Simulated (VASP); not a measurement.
# AlN (F-43m) in VASP: a series of runs

AlN is run at these levels: LDA, PBEsol; tasks: single point.

Program: VASP 6.6.1. These are calculated values, not measurements. Logs are shortened: lines on timing, memory, paths and dates and some standing lists are left out, and cuts for length are marked.

### Step 1. The cell of the first run

The structure is cubic, space group F-43m (No. 216). Conventional cell: a = 4.454 Å, b = 4.454 Å, c = 4.454 Å, α = 90.00°, β = 90.00°, γ = 90.00°. Al (site symmetry -43m) has 4 N at 1.93 Å within 2.6 Å. N (site symmetry -43m) has 4 Al at 1.93 Å within 2.6 Å.

### Step 2. Single point, LDA (volume scaled by 1.06)

INCAR

```
SYSTEM = AlN
ALGO = Normal ; EDIFF = 1E-6
ENCUT = 520 ; ISIF = 2
ISMEAR = -1 ; LASPH = .TRUE.
LCHARG = .FALSE. ; LREAL = .FALSE.
LWAVE = .FALSE. ; NBANDS = 11
NELM = 100 ; PREC = Accurate
SIGMA = 0.05
```

KPOINTS

```
k-points
0
G
  10 10 10
  0 0 0
```

POSCAR

```
AlN
1.0
    0.0000000000      2.2268278375      2.2268278375
    2.2268278375      0.0000000000      2.2268278375
    2.2268278375      2.2268278375      0.0000000000
Al N
1 1
Direct
    0.0000000000      0.0000000000      0.0000000000
    0.2500000000      0.2500000000      0.2500000000
```

Potentials or basis: VASP PAW LDA potentials, release 64 (Al, N).

On the command line:

```bash
cat potpaw_LDA.64/Al/POTCAR potpaw_LDA.64/N/POTCAR > POTCAR
mpirun -np 1 vasp_std > vasp.out
```

OUTCAR:

```text
SYSTEM = AlN
   EDIFF = 1E-6
   ENCUT = 520
   ISIF = 2
   ISMEAR = -1
   LASPH = .TRUE.
   LREAL = .FALSE.
   NELM = 100
   PREC = Accurate

 ion  position               nearest neighbor table
   1  0.000  0.000  0.000-   2 1.93   2 1.93   2 1.93   2 1.93
   2  0.250  0.250  0.250-   1 1.93   1 1.93   1 1.93   1 1.93

  LATTYP: Found a face centered cubic cell.
 ALAT       =     4.4536556750

  Lattice vectors:

 A1 = (   0.0000000000,   2.2268278375,   2.2268278375)
 A2 = (   2.2268278375,   0.0000000000,   2.2268278375)
 A3 = (   2.2268278375,   2.2268278375,   0.0000000000)

Analysis of symmetry for initial positions (statically):
=====================================================================
 Subroutine PRICEL returns:
 Original cell was already a primitive cell.

 Routine SETGRP: Setting up the symmetry group for a
 face centered cubic supercell.

 Subroutine GETGRP returns: Found 24 space group operations
 (whereof 24 operations were pure point group operations)
 out of a pool of 48 trial point group operations.

The static configuration has the point symmetry T_d .

Analysis of symmetry for dynamics (positions and initial velocities):
=====================================================================
 Subroutine PRICEL returns:
 Original cell was already a primitive cell.

 Routine SETGRP: Setting up the symmetry group for a
 face centered cubic supercell.

 Subroutine GETGRP returns: Found 24 space group operations
 (whereof 24 operations were pure point group operations)
 out of a pool of 48 trial point group operations.

The dynamic configuration has the point symmetry T_d .

 Subroutine INISYM returns: Found 24 space group operations
 (whereof 24 operations are pure point group operations),
 and found     1 'primitive' translations

----------------------------------------------------------------------------------------

                                     Primitive cell

  volume of cell :      22.0846

  direct lattice vectors                    reciprocal lattice vectors
     0.000000000  2.226827838  2.226827838    -0.224534646  0.224534646  0.224534646
     2.226827838  0.000000000  2.226827838     0.224534646 -0.224534646  0.224534646
     2.226827838  2.226827838  0.000000000     0.224534646  0.224534646 -0.224534646

  length of vectors
     3.149210129  3.149210129  3.149210129     0.388905415  0.388905415  0.388905415

  position of ions in fractional coordinates (direct lattice)
     0.000000000  0.000000000  0.000000000
     0.250000000  0.250000000  0.250000000

  ion indices of the primitive-cell ions
   primitive index   ion index
                 1           1
                 2           2

[... 83 lines left out ...]
   NUPDOWN=      -1.0000    fix difference up-down
   EMIN   =  10.00;   EMAX   =-10.00  energy-range for DOS
   EFERMI =   0.00;   METHOD = LEGACY
   ISMEAR =    -1;   SIGMA  =   0.05  broadening in eV -4-tet -1-fermi 0-gaus
   EFERMI_NEDOS =   21; number of points for ismear=-14 and -15
   IALGO  =     38    algorithm
   IMIX   =      4    mixing-type and parameters
     AMIX     =   0.40;   BMIX     =  1.00
     AMIX_MAG =   1.60;   BMIX_MAG =  1.00
  volume/ion in A,a.u.               =      11.04        74.52
  Fermi-wavevector in a.u.,A,eV,Ry     =   1.167011  2.205331 18.529966  1.361914
  Thomas-Fermi vector in A             =   2.303516
   LORBIT       =      0    0 simple, 1 ext, 2 COOP (PROOUT), +10 PAW based schemes
   GGA     = CA    functional components
   LHFCALC =     F    Hartree Fock is set to
   AEXX    =    0.0000 exact exchange contribution
   IVDW    =     0    specifies the selected vdW correction
   LEPSILON=     F    determine dielectric tensor
   LRPA    =     F    only Hartree local field effects (RPA)
 non-spin polarized calculation
  energy-cutoff  :      520.00
  volume of cell :       22.08
 maximum number of plane-waves:       610
   NGX = 11   NGY = 11   NGZ = 11

 number of electron       8.0000001 magnetization

 Free energy of the ion-electron system (eV)
  ---------------------------------------------------
  ext. energy  EPLUGINS =         0.00000000
  ---------------------------------------------------
  free energy    TOTEN  =       -16.30765579 eV

  energy without entropy =      -16.30765579  energy(sigma->0) =      -16.30765579

 E-fermi :   6.1888     XC(G=0): -11.0147

 val. band max:        5.1701366478   @ k =   0.0000   0.0000   0.0000
 cond. band min:       8.3653925571   @ k =   0.5000   0.5000   0.0000
 fundamental gap:      3.1952559092
 Fermi energy:         6.1887678570

 k-point     1 :       0.0000    0.0000    0.0000
  band No.  band energies     occupation
      1      -9.3201      2.00000
      2       5.1701      2.00000
      3       5.1701      2.00000
      4       5.1701      2.00000
      5       8.8960      0.00000
      6      16.9464      0.00000
      7      16.9464      0.00000
      8      16.9464      0.00000
      9      22.2403      0.00000
     10      22.2403      0.00000
     11      23.5163      0.00000
[... 309 lines left out ...]
 k-point    24 :       0.4000    0.3000    0.0000
  band No.  band energies     occupation
      1      -7.4072      2.00000
      2       1.1167      2.00000
      3       3.5089      2.00000
      4       3.7997      2.00000
      5       9.8677      0.00000
      6      14.1076      0.00000
      7      16.6104      0.00000
      8      18.9120      0.00000
      9      19.3729      0.00000
     10      25.6110      0.00000
     11      27.5757      0.00000

 [... further k-points ...]

------------------------ aborting loop because EDIFF is reached ----------------------------------------

  FORCE on cell =-STRESS in cart. coord.  units (eV):
  Direction    XX          YY          ZZ          XY          YZ          ZX
  --------------------------------------------------------------------------------------
  -------------------------------------------------------------------------------------
  Total       -1.8432251     -1.8432251     -1.8432251      0.0000000     -0.0000000     -0.0000000
  in kB     -133.7208197   -133.7208197   -133.7208197      0.0000000     -0.0000000     -0.0000000
  external PRESSURE =    -133.7208197 kB  Pullay stress =       0.0000000 kB

 VOLUME and BASIS-vectors are now :
 -----------------------------------------------------------------------------
  energy-cutoff  :      520.00
  volume of cell :       22.08
      direct lattice vectors                 reciprocal lattice vectors
     0.000000000  2.226827838  2.226827838    -0.224534646  0.224534646  0.224534646
     2.226827838  0.000000000  2.226827838     0.224534646 -0.224534646  0.224534646
     2.226827838  2.226827838  0.000000000     0.224534646  0.224534646 -0.224534646

 POSITION                                       TOTAL-FORCE (eV/Angst)
 -----------------------------------------------------------------------------------
      0.00000      0.00000      0.00000         0.000000      0.000000      0.000000
      1.11341      1.11341      1.11341        -0.000000     -0.000000     -0.000000
 -----------------------------------------------------------------------------------
    total drift:                                0.000000      0.000000     -0.000000

  FREE ENERGIE OF THE ION-ELECTRON SYSTEM (eV)
  ---------------------------------------------------
  free  energy   TOTEN  =       -16.3076557939 eV

  energy  without entropy=      -16.3076557938  energy(sigma->0) =      -16.30765579
```

OSZICAR:

```text
N       E                     dE             d eps       ncg     rms          rms(c)
DAV:   1     0.825060743442E+01    0.82506E+01   -0.38197E+03  1074   0.603E+02
DAV:   2    -0.179232338335E+02   -0.26174E+02   -0.25144E+02  1260   0.123E+02
DAV:   3    -0.187141360349E+02   -0.79090E+00   -0.78968E+00  1271   0.198E+01
DAV:   4    -0.187177174974E+02   -0.35815E-02   -0.35813E-02  1148   0.162E+00
DAV:   5    -0.187177501126E+02   -0.32615E-04   -0.32615E-04  1268   0.148E-01    0.837E+00
DAV:   6    -0.163782173686E+02    0.23395E+01   -0.12930E+01  1154   0.172E+01    0.289E+00
DAV:   7    -0.163375453337E+02    0.40672E-01   -0.10026E-01  1169   0.244E+00    0.190E+00
DAV:   8    -0.163085662271E+02    0.28979E-01   -0.38983E-02  1172   0.175E+00    0.446E-01
DAV:   9    -0.163076496371E+02    0.91659E-03   -0.30048E-03  1208   0.329E-01    0.192E-01
DAV:  10    -0.163076612743E+02   -0.11637E-04   -0.18321E-04  1142   0.952E-02    0.554E-02
DAV:  11    -0.163076559075E+02    0.53669E-05   -0.53693E-06  1205   0.193E-02    0.128E-02
DAV:  12    -0.163076557939E+02    0.11357E-06   -0.18087E-07   658   0.309E-03
   1 F= -.16307656E+02 E0= -.16307656E+02  d E =-.612424E-10
```

stdout:

```text
POSCAR found type information on POSCAR AlN
 POSCAR found :  2 types and       2 ions
 scaLAPACK will be used
 LDA part: xc-table for (Slater(with rela. corr.)+CA(PZ))
 , standard interpolation
 POSCAR, INCAR and KPOINTS ok, starting setup
 FFT: planning ... GRIDC
 FFT: planning ... GRID_SOFT
 FFT: planning ... GRID
 WAVECAR not read
 entering main loop
```

Run time: 4.2 s. Hardware: 1 thread of Intel Xeon 6975P-C, shared host; peak memory 0.13 GiB.

Results:

* Free energy: -16.3077 eV
* Pressure: -13.4 GPa
* Band gap on the k mesh: 3.20 eV, indirect (least direct gap 3.73 eV)

Caveat: the cell differs from its parent crystal (volume scaled by 1.06).

### Step 3. Single point, PBEsol

This run uses another cell than the first one, of 9.79 Å³/atom, 0.887 times its volume.

INCAR

```
  PREC = Accurate
  ENCUT = 520
  EDIFF = 1E-6
  ISMEAR = -1
  SIGMA = 0.05
  LREAL = False
  LASPH = True
  NELM = 100
  ALGO = Normal
  ISIF = 2
  LWAVE = False
  LCHARG = False
  GGA = PS
  NBANDS = 11
```

KPOINTS

```
Automatic mesh
0
Gamma
  10 10 10
```

POSCAR

```
AlN
1.0
    0.0000000000      2.1394097525      2.1394097525
    2.1394097525      0.0000000000      2.1394097525
    2.1394097525      2.1394097525      0.0000000000
Al N
1 1
Direct
    0.0000000000      0.0000000000      0.0000000000
    0.2500000000      0.2500000000      0.2500000000
```

Potentials or basis: VASP PAW PBE potentials, release 64 (Al, N).

On the command line:

```bash
cat potpaw_PBE.64/Al/POTCAR potpaw_PBE.64/N/POTCAR > POTCAR
mpirun -np 1 vasp_std > vasp.out
```

Run time: 9.2 s. Hardware: 1 thread of AMD EPYC 7R13 (Zen 3), shared host; peak memory 0.1 GiB.

The run converged. Its results:

```
Free energy            : -15.5459 eV
Pressure               : 15.8 GPa
Band gap on the k mesh : 3.21 eV, indirect (least direct gap 4.69 eV)
```

Levels at points of the mesh, in eV from the valence-band top:
| k point | band 1 | band 2 | band 3 | band 4 | band 5 | band 6 | band 7 | band 8 | band 9 |
| --- | --- | --- | --- | --- | --- | --- | --- | --- | --- |
| (0.00, 0.00, 0.00) | -15.33 | 0.00 | 0.00 | 0.00 | 4.69 | 13.09 | 13.09 | 13.09 | 18.09 |
| (0.50, 0.00, 0.00) | -13.05 | -6.18 | -0.49 | -0.49 | 7.85 | 10.19 | 11.42 | 11.42 | 18.68 |
| (0.50, 0.50, 0.00) | -12.35 | -5.14 | -1.85 | -1.85 | 3.21 | 8.85 | 14.74 | 16.40 | 16.40 |

Caveat: the PAW data sets were made with another functional, which shifts forces and pressure a little.

### Step 4. Single point, PBEsol

This run uses another cell than the first one, of 10.42 Å³/atom, 0.943 times its volume.

INCAR

```
  PREC = Accurate
  ENCUT = 520
  EDIFF = 1E-6
  ISMEAR = -1
  SIGMA = 0.05
  LREAL = F
  LASPH = T
  NELM = 80
  ALGO = Normal
  ISIF = 2
  LWAVE = F
  LCHARG = T
  GGA = PS
  LELF = T
  LVHAR = T
  NBANDS = 11
```

KPOINTS is that of step 3.

POSCAR

```
AlN
1.0
    0.0000000000      2.1839935596      2.1839935596
    2.1839935596      0.0000000000      2.1839935596
    2.1839935596      2.1839935596      0.0000000000
Al N
1 1
Direct
    0.0000000000      0.0000000000      0.0000000000
    0.2500000000      0.2500000000      0.2500000000
```

On the command line:

```bash
cat potpaw_PBE.64/Al/POTCAR potpaw_PBE.64/N/POTCAR > POTCAR
mpirun -np 1 vasp_std > vasp.out
```

Run time: 9.5 s. Hardware: 1 thread of AMD EPYC 7R13 (Zen 3), shared host; peak memory 0.1 GiB.

It converged, with:

```
Free energy            : -15.6107 eV
Pressure               : 1.3 GPa
Band gap on the k mesh : 3.19 eV, indirect (least direct gap 4.13 eV)
```

Levels at points of the mesh, in eV from the valence-band top:
| k point | band 1 | band 2 | band 3 | band 4 | band 5 | band 6 | band 7 | band 8 | band 9 |
| --- | --- | --- | --- | --- | --- | --- | --- | --- | --- |
| (0.00, 0.00, 0.00) | -14.96 | 0.00 | 0.00 | 0.00 | 4.13 | 12.47 | 12.47 | 12.47 | 17.59 |
| (0.50, 0.00, 0.00) | -12.87 | -5.91 | -0.48 | -0.48 | 7.29 | 9.77 | 11.04 | 11.04 | 17.83 |
| (0.50, 0.50, 0.00) | -12.23 | -4.95 | -1.79 | -1.79 | 3.19 | 8.48 | 13.87 | 15.63 | 15.63 |

Caveat: the PAW data sets were made with another functional, which shifts forces and pressure a little. A k mesh can miss the band edges.

### Step 5. Single point, PBEsol

This run uses another cell than the first one, of 10.00 Å³/atom, 0.906 times its volume.

INCAR

```
ALGO     = Normal         # electronic algorithm
EDIFF    = 1E-6           # SCF threshold, eV
ENCUT    = 520            # plane-wave cutoff, eV
GGA      = PS             # functional
ISIF     = 2              # what is computed and relaxed
ISMEAR   = -1             # smearing method
LASPH    = True           # aspherical terms in the spheres
LCHARG   = True           # write CHGCAR
LELF     = True           # ELF
LREAL    = False          # projectors in reciprocal space
LVHAR    = True         
LWAVE    = False          # write WAVECAR
NBANDS   = 11             # bands
NELM     = 60             # most SCF steps
PREC     = Accurate       # precision mode
SIGMA    = 0.05           # smearing width, eV
```

KPOINTS

```
k-points
0
Gamma
  10 10 10
```

POSCAR

```
AlN
1.0
    0.0000000000      2.1544765148      2.1544765148
    2.1544765148      0.0000000000      2.1544765148
    2.1544765148      2.1544765148      0.0000000000
Al N
1 1
Direct
    0.0000000000      0.0000000000      0.0000000000
    0.2500000000      0.2500000000      0.2500000000
```

On the command line:

```bash
cat potpaw_PBE.64/Al/POTCAR potpaw_PBE.64/N/POTCAR > POTCAR
mpirun -np 1 vasp_std > vasp.out
```

It took 10 s on 1 thread of AMD EPYC 7R13 (Zen 3), shared host; peak memory 0.1 GiB.

The run converged. Its results:

```yaml
Free_energy: -15.5802 eV
Pressure: 10.5 GPa
Band_gap_on_the_k_mesh: 3.20 eV, indirect (least direct gap 4.50 eV)
```

Levels at points of the mesh, in eV from the valence-band top:
```tsv
k point	band 1	band 2	band 3	band 4	band 5	band 6	band 7	band 8	band 9
(0.00, 0.00, 0.00)	-15.20	0.00	0.00	0.00	4.50	12.87	12.87	12.87	17.91
(0.50, 0.00, 0.00)	-12.99	-6.09	-0.49	-0.49	7.66	10.04	11.29	11.29	18.38
(0.50, 0.50, 0.00)	-12.31	-5.07	-1.83	-1.83	3.20	8.73	14.44	16.13	16.13
```

Caveat: the PAW data sets were made with another functional, which shifts forces and pressure a little. A k mesh can miss the band edges.

### Step 6. Single point, PBEsol

This run uses another cell than the first one, of 10.21 Å³/atom, 0.925 times its volume.

INCAR

```
ALGO = Normal
EDIFF = 1E-6
ENCUT = 520
GGA = PS
ISIF = 2
ISMEAR = -1
LASPH = T
LCHARG = T
LELF = T
LREAL = F
LVHAR = T
LWAVE = F
NBANDS = 11
NELM = 100
PREC = Accurate
SIGMA = 0.05
```

KPOINTS is that of step 5.

POSCAR

```
AlN
1.0
    0.0000000000      2.1693354430      2.1693354430
    2.1693354430      0.0000000000      2.1693354430
    2.1693354430      2.1693354430      0.0000000000
Al N
1 1
Direct
    0.0000000000      0.0000000000      0.0000000000
    0.2500000000      0.2500000000      0.2500000000
```

Potentials or basis: VASP PAW PBE potentials, release 64 (Al, N).

On the command line:

```bash
cat potpaw_PBE.64/Al/POTCAR potpaw_PBE.64/N/POTCAR > POTCAR
mpirun -np 1 vasp_std > vasp.out
```

It took 9.5 s on 1 thread of AMD EPYC 7R13 (Zen 3), shared host; peak memory 0.11 GiB.

The run converged. Its results:

```
Free energy            : -15.6014 eV
Pressure               : 5.7 GPa
Band gap on the k mesh : 3.20 eV, indirect (least direct gap 4.31 eV)
```

Levels at points of the mesh, in eV from the valence-band top:
```tsv
k point	band 2	band 3	band 4	band 5	band 6	band 7
(0.00, 0.00, 0.00)	0.00	0.00	0.00	4.31	12.67	12.67
(0.50, 0.00, 0.00)	-6.00	-0.48	-0.48	7.47	9.90	11.16
(0.50, 0.50, 0.00)	-5.01	-1.81	-1.81	3.20	8.60	14.15
```

Caveat: the PAW data sets were made with another functional, which shifts forces and pressure a little. As with any semilocal functional, this PBEsol gap is likely too small.

### Step 7. Summary

| level | potentials or basis | cell | gap on the mesh (eV) | pressure (GPa) |
| --- | --- | --- | --- | --- |
| LDA | VASP PAW LDA potentials, release 64 (Al, N) | a = 3.149 Å, angles 60.0°, 2 atoms | 3.20 | -13.4 |
| PBEsol | VASP PAW PBE potentials, release 64 (Al, N) | a = 3.026 Å, angles 60.0°, 2 atoms | 3.21 | 15.8 |
| PBEsol | VASP PAW PBE potentials, release 64 (Al, N) | a = 3.089 Å, angles 60.0°, 2 atoms | 3.19 | 1.3 |
| PBEsol | VASP PAW PBE potentials, release 64 (Al, N) | a = 3.047 Å, angles 60.0°, 2 atoms | 3.20 | 10.5 |
| PBEsol | VASP PAW PBE potentials, release 64 (Al, N) | a = 3.068 Å, angles 60.0°, 2 atoms | 3.20 | 5.7 |

Alike in all rows: task single point; no spin polarisation; k mesh 10 × 10 × 10; cutoff (eV) 520; smearing fermi-dirac 0.05 eV.

Caveats: the PAW data sets were made with another functional, which shifts forces and pressure a little (some runs).

Total energies depend on the potentials used, so only differences within one code and one set of settings carry meaning.
